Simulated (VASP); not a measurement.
Input of a VASP 6.6.1 run:

File INCAR:

```
SYSTEM = Si
ALGO = Normal
EDIFF = 1E-6
ENCUT = 520
GGA = PE
ISIF = 2
ISMEAR = -1
LASPH = .TRUE.
LCHARG = .TRUE.
LELF = .TRUE.
LREAL = Auto
LVHAR = .TRUE.
LWAVE = .FALSE.
NBANDS = 48
NELM = 60
PREC = Accurate
SIGMA = 0.02
```

KPOINTS

```
k-points
0
G
  2 2 2
  0 0 0
```

POSCAR

```
Si
1.0
    0.0000000000      5.4300000000      5.4300000000
    5.4300000000      0.0000000000      5.4300000000
    5.4300000000      5.4300000000      0.0000000000
Si
17
Direct
   -0.0000437835     -0.0017762876      0.0010041923
    0.1221108037      0.1274588578      0.1221603479
   -0.0057186021      0.0010301228      0.5024121119
    0.1220223549      0.1274882573      0.6284264668
   -0.0002332528      0.4997774075      0.0014200691
    0.1245090132      0.6245178529      0.1255552145
   -0.0002113546      0.4997996854      0.4991568090
    0.1211673658      0.6211676485      0.6288956475
    0.5022607536      0.0022688378     -0.0072271347
    0.6276124930      0.1276204586      0.1223870088
    0.5021562325      0.0021645759      0.5027259820
    0.6257216120      0.1257073362      0.6241957599
    0.4982155111      0.4999661221      0.0010030896
    0.6274497998      0.6221159675      0.1221651719
    0.5010291641      0.4942675054      0.5024191690
    0.6274787869      0.6220277955      0.6284250111
    0.3755693125     -0.1244439236      0.3743844433
```

Potentials or basis: VASP PAW PBE potentials, release 64 (Si).

Launch:

```bash
$ cat potpaw_PBE.64/Si/POTCAR > POTCAR
$ mpirun -np 1 vasp_std > vasp.out
```

(1) Predict the largest force.

(2) Estimate the band gap on the k mesh.

(3) Estimate the pressure.

Results:

(1) 0.020 eV/Å.

(2) zero (band 34 reaches 6.93 eV, above the bottom of band 35 at 6.67 eV).

(3) 5.3 GPa.

Caveat: the k points lie up to 0.50 Å⁻¹ apart.
